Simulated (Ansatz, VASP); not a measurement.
# Two plane-wave programs on Ta3P4

```xyz
7
Lattice="-1.6391 1.6391 9.8470 1.6391 -1.6391 9.8470 1.6391 1.6391 -9.8470" Properties=species:S:1:pos:R:3 pbc="T T T"
Ta    0.0000    0.0000    0.0000
Ta    0.0000    0.0000    5.9267
Ta    0.0000    0.0000   13.7672
P     0.0000    0.0000   16.7597
P     0.0000    0.0000    2.9343
P     0.0000    0.0000   11.1774
P     0.0000    0.0000    8.5165
```

Change from the starting cell: the structure that the rattled cell fell into.

Alike in both runs: task single point; functional PBE; k mesh 8 × 8 × 8; occupations gaussian, width 0.1 eV; no spin polarisation.

|  | VASP | Ansatz |
| --- | --- | --- |
| version | VASP 6.6.1 | Ansatz 0.2.0 |
| potentials or method | VASP PAW PBE potentials, release 64 (Ta_pv, P), cutoff 520 eV | scalar-relativistic, plane waves, PAW |
| valence electrons in the cell | 53 | 59 |

```csv
,VASP,Ansatz,Ansatz less VASP
gap on the k mesh at the Fermi level (eV),none,none,-
pressure (GPa),-0.2,-0.2,-0.08
"traceless stress, the component that is largest in VASP (GPa)",-0.90,-0.82,+0.078
rms of the force components (eV/Å),0.032,0.032,+0.0002
```

Atom by atom the forces differ by 0.005 eV/Å (rms over components). A gap of «none» marks a metal or a gap that the smearing closes. The functional is the same, so the differences come from potentials, cutoffs and numerics. VASP's potentials hold 53 valence electrons a cell and Ansatz's 59, so a difference there can come from the potentials and not from the codes.

Neither program's run includes spin-orbit coupling.
